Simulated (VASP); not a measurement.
# Au (I4/mmm) in VASP: single point with PBE

Aim: the single point of Au with PBE.

All numbers are computed with VASP 6.6.1; they aren't measurements. Logs are shortened: lines on timing, memory, paths and dates and some standing lists are left out, and cuts for length are marked.

### Step 1. The cell of the first run

It takes space group I4/mmm (No. 139, tetragonal). The conventional cell has a = 2.980 Å, b = 2.980 Å, c = 4.030 Å, α = 90.00°, β = 90.00°, γ = 90.00°. Au (site symmetry 4/mmm) has 12 Au at 2.92 to 2.98 Å within 3.8 Å.

### Step 2. Single point, PBE (strain +0.030 along x and y, -0.015 along z)

INCAR reads:

```
SYSTEM = Au
  PREC = Accurate
  ENCUT = 520
  EDIFF = 1E-7
  ISMEAR = 0
  SIGMA = 0.15
  LREAL = .False.
  LASPH = .True.
  NELM = 80
  ALGO = Fast
  ISIF = 2
  LWAVE = .False.
  LCHARG = .False.
  GGA = PE
  NBANDS = 12
```

KPOINTS reads:

```
regular mesh
0
Gamma
  20 20 20
  0 0 0
```

POSCAR reads:

```
Au
1.0
    0.0000000000      2.1068650000      2.0148175000
    2.1068650000      0.0000000000      2.0148175000
    2.1068650000      2.1068650000      0.0000000000
Au
1
Direct
    0.0000000000      0.0000000000      0.0000000000
```

Potentials or basis: VASP PAW PBE potentials, release 64 (Au).

The run is started by

```console
$ cat potpaw_PBE.64/Au/POTCAR > POTCAR
$ mpirun -np 1 vasp_std > vasp.out
```

OUTCAR:

```text
SYSTEM = Au
   PREC = Accurate
   ENCUT = 520
   EDIFF = 1E-7
   ISMEAR = 0
   LREAL = .False.
   LASPH = .True.
   NELM = 80
   ISIF = 2
   GGA = PE

 ion  position               nearest neighbor table
   1  0.000  0.000  0.000-

  LATTYP: Found a body centered tetragonal cell.
 ALAT       =     2.9795570571
 C/A-ratio  =     1.3524275329

  Lattice vectors:

 A1 = (   0.0000000000,  -2.1068650000,  -2.0148175000)
 A2 = (   0.0000000000,   2.1068650000,  -2.0148175000)
 A3 = (   2.1068650000,   0.0000000000,   2.0148175000)

Analysis of symmetry for initial positions (statically):
=====================================================================
 Subroutine PRICEL returns:
 Original cell was already a primitive cell.

 Routine SETGRP: Setting up the symmetry group for a
 body centered tetragonal supercell.

 Subroutine GETGRP returns: Found 16 space group operations
 (whereof 16 operations were pure point group operations)
 out of a pool of 16 trial point group operations.

The static configuration has the point symmetry D_4h.

Analysis of symmetry for dynamics (positions and initial velocities):
=====================================================================
 Subroutine PRICEL returns:
 Original cell was already a primitive cell.

 Routine SETGRP: Setting up the symmetry group for a
 body centered tetragonal supercell.

 Subroutine GETGRP returns: Found 16 space group operations
 (whereof 16 operations were pure point group operations)
 out of a pool of 16 trial point group operations.

The dynamic configuration has the point symmetry D_4h.

 Subroutine INISYM returns: Found 16 space group operations
 (whereof 16 operations are pure point group operations),
 and found     1 'primitive' translations

----------------------------------------------------------------------------------------

                                     Primitive cell

  volume of cell :      17.8871

  direct lattice vectors                    reciprocal lattice vectors
     0.000000000  2.106865000  2.014817500    -0.237319430  0.237319430  0.248161434
     2.106865000  0.000000000  2.014817500     0.237319430 -0.237319430  0.248161434
     2.106865000  2.106865000  0.000000000     0.237319430  0.237319430 -0.248161434

  length of vectors
     2.915196338  2.915196338  2.979557057     0.417402828  0.417402828  0.417402828

  position of ions in fractional coordinates (direct lattice)
     0.000000000  0.000000000  0.000000000

  ion indices of the primitive-cell ions
   primitive index   ion index
                 1           1

----------------------------------------------------------------------------------------

 KPOINTS: regular mesh

Automatic generation of k-mesh.
 Grid dimensions read from file:
 generate k-points for:   20   20   20

 Generating k-lattice:

  Cartesian coordinates                     Fractional coordinates (reciprocal lattice)
    -0.011865971  0.011865971  0.012408072     0.050000000 -0.000000000  0.000000000
     0.011865971 -0.011865971  0.012408072    -0.000000000  0.050000000  0.000000000
     0.011865971  0.011865971 -0.012408072     0.000000000  0.000000000  0.050000000

  Length of vectors
     0.020870141  0.020870141  0.020870141

  Shift w.r.t. Gamma in fractional coordinates (k-lattice)
     0.000000000  0.000000000  0.000000000

 Subroutine IBZKPT returns following result:
 ===========================================

 Found    641 irreducible k-points:

 Following reciprocal coordinates:
            Coordinates               Weight
  0.000000  0.000000  0.000000      1.000000
  0.050000 -0.000000  0.000000      8.000000
  0.100000 -0.000000  0.000000      8.000000
  0.150000 -0.000000  0.000000      8.000000
  0.200000 -0.000000  0.000000      8.000000
  0.250000 -0.000000  0.000000      8.000000
[... 16 lines left out ...]
 -0.400000  0.050000  0.000000      8.000000
 -0.350000  0.050000  0.000000      8.000000
 [... further k-points ...]
   k-points           NKPTS =    641   k-points in BZ     NKDIM =    641   number of bands    NBANDS=     12
   number of dos      NEDOS =    301   number of ions     NIONS =      1
   total plane-waves  NPLWV =  13824
   dimension x,y,z NGX =    24 NGY =   24 NGZ =   24
   dimension x,y,z NGXF=    48 NGYF=   48 NGZF=   48
   ions per type =               1
   NGX,Y,Z   is equivalent  to a cutoff of  13.69, 13.69, 13.39 a.u.
   NGXF,Y,Z  is equivalent  to a cutoff of  27.37, 27.37, 26.78 a.u.
 SYSTEM =  Au
   PREC   = accura    normal or accurate (medium, high low for compatibility)
   ISTART =      0    job   : 0-new  1-cont  2-samecut
   ICHARG =      2    charge: 1-file 2-atom 10-const
   ISPIN  =      1    spin polarized calculation?
   LNONCOLLINEAR =      F non collinear calculations
   LSORBIT =      F    spin-orbit coupling
   LASPH  =      T    aspherical Exc in radial PAW
   ENCUT  =  520.0 eV  38.22 Ry    6.18 a.u.   5.42  5.42  5.54*2*pi/ulx,y,z
   NELM   =     80;   NELMIN=  2; NELMDL= -5     # of ELM steps
   EDIFF  = 0.1E-06   stopping-criterion for ELM
   LREAL  =      F    real-space projection
   EDIFFG = 0.1E-05   stopping-criterion for IOM
   NSW    =      0    number of steps for IOM
   IBRION =     -1    ionic relax: 0-MD 1-quasi-New 2-CG
   NFREE  =      0    steps in history (QN), initial steepest desc. (CG)
   ISIF   =      2    stress and relaxation
   ISYM   =      2    0-nonsym 1-usesym 2-fastsym
   POTIM  = 0.5000    time-step for ionic-motion
   TEBEG  =    0.0;   TEEND  =   0.0 temperature during run
   PSTRESS=    0.0 pullay stress
   NELECT =      11.0000    total number of electrons
   NUPDOWN=      -1.0000    fix difference up-down
   EMIN   =  10.00;   EMAX   =-10.00  energy-range for DOS
   EFERMI =   0.00;   METHOD = LEGACY
   ISMEAR =     0;   SIGMA  =   0.15  broadening in eV -4-tet -1-fermi 0-gaus
   EFERMI_NEDOS =   21; number of points for ismear=-14 and -15
   IALGO  =     68    algorithm
   IMIX   =      4    mixing-type and parameters
     AMIX     =   0.40;   BMIX     =  1.00
     AMIX_MAG =   1.60;   BMIX_MAG =  1.00
  volume/ion in A,a.u.               =      17.89       120.71
  Fermi-wavevector in a.u.,A,eV,Ry     =   1.392171  2.630822 26.370009  1.938141
  Thomas-Fermi vector in A             =   2.515940
   LORBIT       =      0    0 simple, 1 ext, 2 COOP (PROOUT), +10 PAW based schemes
   GGA     = PE    functional components
   LHFCALC =     F    Hartree Fock is set to
   AEXX    =    0.0000 exact exchange contribution
   IVDW    =     0    specifies the selected vdW correction
   LEPSILON=     F    determine dielectric tensor
   LRPA    =     F    only Hartree local field effects (RPA)
 non-spin polarized calculation
 RMM-DIIS sequential band-by-band and
 Gauss-broadening in eV      SIGMA  =   0.15
  energy-cutoff  :      520.00
  volume of cell :       17.89
 maximum number of plane-waves:       515
 NGX is ok and might be reduce to    24
   NGX = 11   NGY = 11   NGZ = 11

 number of electron      11.0000001 magnetization

 Free energy of the ion-electron system (eV)
  ---------------------------------------------------
  ext. energy  EPLUGINS =         0.00000000
  ---------------------------------------------------
  free energy    TOTEN  =        -3.22114313 eV

  energy without entropy =       -3.21827039  energy(sigma->0) =       -3.21970676

 E-fermi :   8.6857     XC(G=0): -12.4281

 val. band max:        8.6848397239   @ k =   0.5000   0.1000   0.2500
 cond. band min:       8.7020280686   @ k =   0.5000   0.1500   0.3500
 fundamental gap:      0.0171883447
 Fermi energy:         8.6856602713

 k-point     1 :       0.0000    0.0000    0.0000
  band No.  band energies     occupation
      1      -0.6662      2.00000
      2       4.1361      2.00000
      3       4.1361      2.00000
      4       4.4886      2.00000
      5       5.4357      2.00000
      6       5.8197      2.00000
      7      23.2951      0.00000
      8      26.7627      0.00000
      9      26.7627      0.00000
     10      27.4472      0.00000
     11      31.7733      0.00000
     12      35.3340      0.00000

 k-point     2 :       0.0500   -0.0000    0.0000
  band No.  band energies     occupation
      1      -0.5823      2.00000
      2       4.1303      2.00000
      3       4.1644      2.00000
      4       4.4958      2.00000
      5       5.4274      2.00000
      6       5.8032      2.00000
      7      23.3871      0.00000
      8      26.3304      0.00000
      9      26.8557      0.00000
     10      27.3717      0.00000
     11      32.2614      0.00000
     12      34.3944      0.00000

 k-point     3 :       0.1000   -0.0000    0.0000
  band No.  band energies     occupation
      1      -0.3359      2.00000
      2       4.1006      2.00000
      3       4.2387      2.00000
      4       4.5322      2.00000
      5       5.4140      2.00000
      6       5.7625      2.00000
      7      23.5950      0.00000
      8      25.1190      0.00000
      9      27.1203      0.00000
     10      27.5579      0.00000
     11      32.0492      0.00000
     12      34.0848      0.00000

 k-point     4 :       0.1500   -0.0000    0.0000
  band No.  band energies     occupation
      1       0.0552      2.00000
      2       4.0486      2.00000
      3       4.3245      2.00000
      4       4.6022      2.00000
      5       5.4316      2.00000
      6       5.7254      2.00000
      7      23.1388      0.00000
      8      24.2847      0.00000
      9      27.5046      0.00000
     10      27.9106      0.00000
     11      30.7904      0.00000
     12      32.6719      0.00000

 k-point     5 :       0.2000   -0.0000    0.0000
  band No.  band energies     occupation
      1       0.5503      2.00000
      2       4.0280      2.00000
      3       4.3696      2.00000
      4       4.6644      2.00000
      5       5.5322      2.00000
      6       5.7388      2.00000
      7      21.4578      0.00000
      8      24.3582      0.00000
      9      27.8708      0.00000
     10      28.2481      0.00000
     11      29.9951      0.00000
     12      31.4676      0.00000
[... 228 lines left out ...]
      1       1.8703      2.00000
      2       4.0935      2.00000
      3       4.3500      2.00000
      4       6.2877      2.00000
      5       6.8304      2.00000
      6       8.3037      1.99968
      7      11.5870      0.00000
      8      22.7238      0.00000
      9      24.7735      0.00000
     10      25.7155      0.00000
     11      32.5276      0.00000
     12      33.0290      0.00000

 k-point    22 :      -0.4500    0.0500    0.0000
  band No.  band energies     occupation
      1       1.8700      2.00000
      2       4.0958      2.00000
      3       4.3576      2.00000
      4       6.3109      2.00000
      5       6.7479      2.00000
      6       8.0365      2.00000
      7      11.9322      0.00000
      8      22.7642      0.00000
      9      25.0572      0.00000
     10      25.5166      0.00000
     11      32.5312      0.00000
     12      32.7904      0.00000

 k-point    23 :      -0.4000    0.0500    0.0000
  band No.  band energies     occupation
      1       1.8619      2.00000
      2       4.1337      2.00000
      3       4.4021      2.00000
      4       6.0291      2.00000
      5       6.5484      2.00000
      6       7.2021      2.00000
      7      13.3588      0.00000
      8      22.9654      0.00000
      9      25.5770      0.00000
     10      25.6698      0.00000
     11      32.2374      0.00000
     12      32.2705      0.00000

 k-point    24 :      -0.3500    0.0500    0.0000
  band No.  band energies     occupation
      1       1.8089      2.00000
      2       4.2023      2.00000
      3       4.4760      2.00000
      4       5.3325      2.00000
      5       6.2656      2.00000
      6       6.6771      2.00000
      7      15.1388      0.00000
      8      23.3116      0.00000
      9      25.8490      0.00000
     10      26.5780      0.00000
     11      31.3820      0.00000
     12      31.7559      0.00000

 [... further k-points ...]
[... 5 lines left out ...]
  --------------------------------------------------------------------------------------
  -------------------------------------------------------------------------------------
  Total        0.0177805      0.0177805      0.1431191      0.0000000     -0.0000000      0.0000000
  in kB        1.5926284      1.5926284     12.8194420      0.0000000     -0.0000000      0.0000000
  external PRESSURE =       5.3348996 kB  Pullay stress =       0.0000000 kB

 VOLUME and BASIS-vectors are now :
 -----------------------------------------------------------------------------
  energy-cutoff  :      520.00
  volume of cell :       17.89
      direct lattice vectors                 reciprocal lattice vectors
     0.000000000  2.106865000  2.014817500    -0.237319430  0.237319430  0.248161434
     2.106865000  0.000000000  2.014817500     0.237319430 -0.237319430  0.248161434
     2.106865000  2.106865000  0.000000000     0.237319430  0.237319430 -0.248161434

 POSITION                                       TOTAL-FORCE (eV/Angst)
 -----------------------------------------------------------------------------------
      0.00000      0.00000      0.00000         0.000000      0.000000      0.000000
 -----------------------------------------------------------------------------------
    total drift:                               -0.000000      0.000000      0.000000

  FREE ENERGIE OF THE ION-ELECTRON SYSTEM (eV)
  ---------------------------------------------------
  free  energy   TOTEN  =        -3.2211431293 eV

  energy  without entropy=       -3.2182703904  energy(sigma->0) =       -3.21970676
```

Wall time 51 s (1 thread of Intel Xeon 6975P-C (Granite Rapids), shared host); peak memory 0.26 GiB.

Results:

```yaml
Free_energy: -3.2211 eV
Pressure: 0.5 GPa
```

Stress tensor (GPa, compression positive):
```
0.16 0.00 0.00
0.00 0.16 0.00
0.00 0.00 1.28
```

Levels at points of the mesh, in eV from the Fermi level:
| k point | band 3 | band 4 | band 5 | band 6 | band 7 | band 8 | band 9 | band 10 |
| --- | --- | --- | --- | --- | --- | --- | --- | --- |
| (0.00, 0.00, 0.00) | -4.55 | -4.20 | -3.25 | -2.87 | 14.61 | 18.08 | 18.08 | 18.76 |
| (0.50, 0.00, 0.00) | -4.29 | -2.04 | -1.86 | -0.73 | 2.83 | 13.93 | 16.29 | 17.37 |
| (0.50, 0.50, 0.00) | -1.99 | -1.63 | -1.63 | 1.67 | 6.06 | 9.37 | 9.37 | 16.25 |
| (0.50, 0.00, 0.50) | -2.00 | -1.80 | -1.53 | 0.92 | 5.07 | 10.11 | 10.18 | 16.96 |

Caveat: the cell differs from its parent crystal (strain +0.030 along x and y, -0.015 along z); spin-orbit coupling is left out, which moves the levels of the heavy elements.
